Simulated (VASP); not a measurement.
# GaN (Imm2) in VASP: notebook

GaN is run at these levels: PBEsol; tasks: single point.

Everything below comes from runs of VASP 6.6.1. Logs are shortened: lines on timing, memory, paths and dates and some standing lists are left out, and cuts for length are marked.

## 1. The cell of the first run

Symmetry: Imm2, No. 44, orthorhombic system. The conventional cell has a = 3.149 Å, b = 3.189 Å, c = 4.510 Å, α = 90.00°, β = 90.00°, γ = 90.00°. Ga (site symmetry mm2) has 4 N at 1.94 to 1.95 Å within 2.6 Å. Within 2.6 Å of N (site symmetry mm2) lie 4 Ga at 1.94 to 1.95 Å.

## 2. Single point, PBEsol (strained cell)

File INCAR:

```
SYSTEM = GaN
PREC = Accurate
ENCUT = 600
EDIFF = 1E-6
ISMEAR = 0
SIGMA = 0.02
LREAL = .False.
LASPH = .True.
NELM = 120
ALGO = Normal
ISIF = 2
LWAVE = .False.
LCHARG = .True.
GGA = PS
LELF = .True.
LVHAR = .True.
NBANDS = 16
GGA_COMPAT = .False.
```

File KPOINTS:

```
Automatic mesh
0
Gamma
  10 10 10
  0 0 0
```

File POSCAR:

```
GaN
1.0
   -0.0140571934      2.2407166305      2.2547738239
    2.2407166305     -0.0140571934      2.2547738239
    2.2266594371      2.2266594371      0.0000000000
Ga N
1 1
Direct
   -0.0009620439     -0.0009620439      0.0009620439
    0.2509620439      0.2509620439      0.2490379561
```

Potentials or basis: VASP PAW PBE potentials, release 64 (Ga_d, N).

Run with:

```bash
$ cat potpaw_PBE.64/Ga_d/POTCAR potpaw_PBE.64/N/POTCAR > POTCAR
$ mpirun -np 1 vasp_std > vasp.out
```

OUTCAR:

```text
SYSTEM = GaN
   PREC = Accurate
   ENCUT = 600
   EDIFF = 1E-6
   ISMEAR = 0
   LREAL = .False.
   LASPH = .True.
   NELM = 120
   ISIF = 2
   GGA = PS

 ion  position               nearest neighbor table
   1  0.999  0.999  0.001-   2 1.94   2 1.94   2 1.95   2 1.95
   2  0.251  0.251  0.249-   1 1.94   1 1.94   1 1.95   1 1.95

  LATTYP: Found a body centered orthorhombic cell.
 ALAT       =     3.1489719747
 B/A-ratio  =     1.0126262626
 C/A-ratio  =     1.4320697942

  Lattice vectors:

 A1 = (   0.0140571934,  -2.2407166305,  -2.2547738239)
 A2 = (  -0.0140571934,   2.2407166305,  -2.2547738239)
 A3 = (   2.2407166305,  -0.0140571934,   2.2547738239)

Analysis of symmetry for initial positions (statically):
=====================================================================
 Subroutine PRICEL returns:
 Original cell was already a primitive cell.

 Routine SETGRP: Setting up the symmetry group for a
 body centered orthorhombic supercell.

 Subroutine GETGRP returns: Found  4 space group operations
 (whereof  4 operations were pure point group operations)
 out of a pool of  8 trial point group operations.

The static configuration has the point symmetry C_2v.

Analysis of symmetry for dynamics (positions and initial velocities):
=====================================================================
 Subroutine PRICEL returns:
 Original cell was already a primitive cell.

 Routine SETGRP: Setting up the symmetry group for a
 body centered orthorhombic supercell.

 Subroutine GETGRP returns: Found  4 space group operations
 (whereof  4 operations were pure point group operations)
 out of a pool of  8 trial point group operations.

The dynamic configuration has the point symmetry C_2v.

 Subroutine INISYM returns: Found  4 space group operations
 (whereof  4 operations are pure point group operations),
 and found     1 'primitive' translations

----------------------------------------------------------------------------------------

                                     Primitive cell

  volume of cell :      22.6407

  direct lattice vectors                    reciprocal lattice vectors
    -0.014057193  2.240716631  2.254773824    -0.221751732  0.221751732  0.221751732
     2.240716631 -0.014057193  2.254773824     0.221751732 -0.221751732  0.221751732
     2.226659437  2.226659437  0.000000000     0.224551627  0.224551627 -0.221751732

  length of vectors
     3.178838407  3.178838407  3.148971975     0.384085266  0.384085266  0.387325054

  position of ions in fractional coordinates (direct lattice)
     0.999037956  0.999037956  0.000962044
     0.250962044  0.250962044  0.249037956

  ion indices of the primitive-cell ions
   primitive index   ion index
                 1           1
                 2           2

----------------------------------------------------------------------------------------

 KPOINTS: Automatic mesh

Automatic generation of k-mesh.
 Grid dimensions read from file:
 generate k-points for:   10   10   10

 Generating k-lattice:

  Cartesian coordinates                     Fractional coordinates (reciprocal lattice)
    -0.022175173  0.022175173  0.022175173     0.100000000  0.000000000  0.000000000
     0.022175173 -0.022175173  0.022175173     0.000000000  0.100000000  0.000000000
     0.022455163  0.022455163 -0.022175173     0.000000000  0.000000000  0.100000000

  Length of vectors
     0.038408527  0.038408527  0.038732505

  Shift w.r.t. Gamma in fractional coordinates (k-lattice)
     0.000000000  0.000000000  0.000000000

 Subroutine IBZKPT returns following result:
 ===========================================

 Found    171 irreducible k-points:

 Following reciprocal coordinates:
            Coordinates               Weight
  0.000000  0.000000  0.000000      1.000000
  0.100000 -0.000000  0.000000      4.000000
  0.200000 -0.000000  0.000000      4.000000
  0.300000 -0.000000  0.000000      4.000000
  0.400000 -0.000000  0.000000      4.000000
  0.500000 -0.000000  0.000000      2.000000
[... 16 lines left out ...]
  0.300000  0.300000  0.000000      2.000000
  0.400000  0.300000  0.000000      4.000000
 [... further k-points ...]
   k-points           NKPTS =    171   k-points in BZ     NKDIM =    171   number of bands    NBANDS=     16
   number of dos      NEDOS =    301   number of ions     NIONS =      2
   total plane-waves  NPLWV =  21952
   dimension x,y,z NGX =    28 NGY =   28 NGZ =   28
   dimension x,y,z NGXF=    56 NGYF=   56 NGZF=   56
   ions per type =               1   1
   NGX,Y,Z   is equivalent  to a cutoff of  14.64, 14.64, 14.78 a.u.
   NGXF,Y,Z  is equivalent  to a cutoff of  29.29, 29.29, 29.56 a.u.
 SYSTEM =  GaN
   PREC   = accura    normal or accurate (medium, high low for compatibility)
   ISTART =      0    job   : 0-new  1-cont  2-samecut
   ICHARG =      2    charge: 1-file 2-atom 10-const
   ISPIN  =      1    spin polarized calculation?
   LNONCOLLINEAR =      F non collinear calculations
   LSORBIT =      F    spin-orbit coupling
   LASPH  =      T    aspherical Exc in radial PAW
   ENCUT  =  600.0 eV  44.10 Ry    6.64 a.u.   6.35  6.35  6.29*2*pi/ulx,y,z
   NELM   =    120;   NELMIN=  2; NELMDL= -5     # of ELM steps
   EDIFF  = 0.1E-05   stopping-criterion for ELM
   LREAL  =      F    real-space projection
   EDIFFG = 0.1E-04   stopping-criterion for IOM
   NSW    =      0    number of steps for IOM
   IBRION =     -1    ionic relax: 0-MD 1-quasi-New 2-CG
   NFREE  =      0    steps in history (QN), initial steepest desc. (CG)
   ISIF   =      2    stress and relaxation
   ISYM   =      2    0-nonsym 1-usesym 2-fastsym
   POTIM  = 0.5000    time-step for ionic-motion
   TEBEG  =    0.0;   TEEND  =   0.0 temperature during run
   PSTRESS=    0.0 pullay stress
   NELECT =      18.0000    total number of electrons
   NUPDOWN=      -1.0000    fix difference up-down
   EMIN   =  10.00;   EMAX   =-10.00  energy-range for DOS
   EFERMI =   0.00;   METHOD = LEGACY
   ISMEAR =     0;   SIGMA  =   0.02  broadening in eV -4-tet -1-fermi 0-gaus
   EFERMI_NEDOS =   21; number of points for ismear=-14 and -15
   IALGO  =     38    algorithm
   IMIX   =      4    mixing-type and parameters
     AMIX     =   0.40;   BMIX     =  1.00
     AMIX_MAG =   1.60;   BMIX_MAG =  1.00
  volume/ion in A,a.u.               =      11.32        76.39
  Fermi-wavevector in a.u.,A,eV,Ry     =   1.516593  2.865945 31.294144  2.300055
  Thomas-Fermi vector in A             =   2.625962
   LORBIT       =      0    0 simple, 1 ext, 2 COOP (PROOUT), +10 PAW based schemes
   GGA     = PS    functional components
   LHFCALC =     F    Hartree Fock is set to
   AEXX    =    0.0000 exact exchange contribution
   IVDW    =     0    specifies the selected vdW correction
   LEPSILON=     F    determine dielectric tensor
   LRPA    =     F    only Hartree local field effects (RPA)
 non-spin polarized calculation
 Gauss-broadening in eV      SIGMA  =   0.02
  energy-cutoff  :      600.00
  volume of cell :       22.64
 maximum number of plane-waves:       768
 NGX is ok and might be reduce to    28
   NGX = 13   NGY = 13   NGZ = 13

 number of electron      18.0000003 magnetization

 Free energy of the ion-electron system (eV)
  ---------------------------------------------------
  ext. energy  EPLUGINS =         0.00000000
  ---------------------------------------------------
  free energy    TOTEN  =       -13.12210300 eV

  energy without entropy =      -13.12210300  energy(sigma->0) =      -13.12210300

 E-fermi :   5.4447     XC(G=0): -11.9606

 val. band max:        5.3218700379   @ k =   0.0000   0.0000   0.0000
 cond. band min:       7.0174381435   @ k =   0.0000   0.0000   0.0000
 fundamental gap:      1.6955681056
 Fermi energy:         5.4447442748

 k-point     1 :       0.0000    0.0000    0.0000
  band No.  band energies     occupation
      1     -10.7582      2.00000
      2      -8.1506      2.00000
      3      -8.1458      2.00000
      4      -8.1411      2.00000
      5      -7.8098      2.00000
      6      -7.8092      2.00000
[... 8 lines left out ...]
     15      23.9118      0.00000
     16      24.0453      0.00000

 k-point     2 :       0.1000   -0.0000    0.0000
  band No.  band energies     occupation
      1     -10.6440      2.00000
      2      -8.1354      2.00000
      3      -8.1272      2.00000
      4      -8.1104      2.00000
      5      -7.8110      2.00000
      6      -7.8105      2.00000
[... 8 lines left out ...]
     15      22.7767      0.00000
     16      22.9104      0.00000

 k-point     3 :       0.2000   -0.0000    0.0000
  band No.  band energies     occupation
      1     -10.3533      2.00000
      2      -8.1032      2.00000
      3      -8.0949      2.00000
      4      -7.9548      2.00000
      5      -7.8093      2.00000
      6      -7.8092      2.00000
[... 8 lines left out ...]
     15      21.9117      0.00000
     16      22.1521      0.00000

 k-point     4 :       0.3000   -0.0000    0.0000
  band No.  band energies     occupation
      1     -10.0365      2.00000
      2      -8.0746      2.00000
      3      -8.0659      2.00000
      4      -7.7956      2.00000
      5      -7.7953      2.00000
      6      -7.5670      2.00000
[... 8 lines left out ...]
     15      22.3829      0.00000
     16      22.6428      0.00000
[... 324 lines left out ...]
 k-point    22 :      -0.2000    0.2000    0.0000
  band No.  band energies     occupation
      1      -9.9400      2.00000
      2      -8.0579      2.00000
      3      -8.0349      2.00000
      4      -7.8314      2.00000
      5      -7.8281      2.00000
      6      -7.3868      2.00000
[... 8 lines left out ...]
     15      22.6229      0.00000
     16      25.8024      0.00000

 k-point    23 :       0.3000    0.3000    0.0000
  band No.  band energies     occupation
      1      -9.8439      2.00000
      2      -7.9955      2.00000
      3      -7.9469      2.00000
      4      -7.9440      2.00000
      5      -7.7580      2.00000
      6      -7.3821      2.00000
[... 8 lines left out ...]
     15      27.4219      0.00000
     16      27.8282      0.00000

 k-point    24 :       0.4000    0.3000    0.0000
  band No.  band energies     occupation
      1      -9.7142      2.00000
      2      -8.0137      2.00000
      3      -7.9111      2.00000
      4      -7.9078      2.00000
      5      -7.7477      2.00000
      6      -6.9251      2.00000
[... 8 lines left out ...]
     15      27.6527      0.00000
     16      27.8152      0.00000

 [... further k-points ...]
[... 5 lines left out ...]
  --------------------------------------------------------------------------------------
  -------------------------------------------------------------------------------------
  Total        0.1144323      0.1144323      0.0010658      0.2733874      0.0000000      0.0000000
  in kB        8.0978468      8.0978468      0.0754235     19.3463602      0.0000000      0.0000000
  external PRESSURE =       5.4237057 kB  Pullay stress =       0.0000000 kB

 VOLUME and BASIS-vectors are now :
 -----------------------------------------------------------------------------
  energy-cutoff  :      600.00
  volume of cell :       22.64
      direct lattice vectors                 reciprocal lattice vectors
    -0.014057193  2.240716631  2.254773824    -0.221751732  0.221751732  0.221751732
     2.240716631 -0.014057193  2.254773824     0.221751732 -0.221751732  0.221751732
     2.226659437  2.226659437  0.000000000     0.224551627  0.224551627 -0.221751732

 POSITION                                       TOTAL-FORCE (eV/Angst)
 -----------------------------------------------------------------------------------
      2.22666      2.22666      4.50521         0.000000      0.000000      0.001204
      1.11333      1.11333      1.13173        -0.000000     -0.000000     -0.001204
 -----------------------------------------------------------------------------------
    total drift:                               -0.000000     -0.000000     -0.000082

  FREE ENERGIE OF THE ION-ELECTRON SYSTEM (eV)
  ---------------------------------------------------
  free  energy   TOTEN  =       -13.1221030049 eV

  energy  without entropy=      -13.1221030049  energy(sigma->0) =      -13.12210300
```

Wall time 1.9 min (1 thread of Intel Xeon 8259CL, shared host); peak memory 0.22 GiB.

What came out:

```yaml
Free_energy: -13.1221 eV
Pressure: 0.5 GPa
Band_gap_on_the_k_mesh: 1.70 eV
```

Caveat: the cell differs from its parent crystal (strained cell); the PAW data sets were made with another functional, which shifts forces and pressure a little.

(Continued in part 2 of 3.)
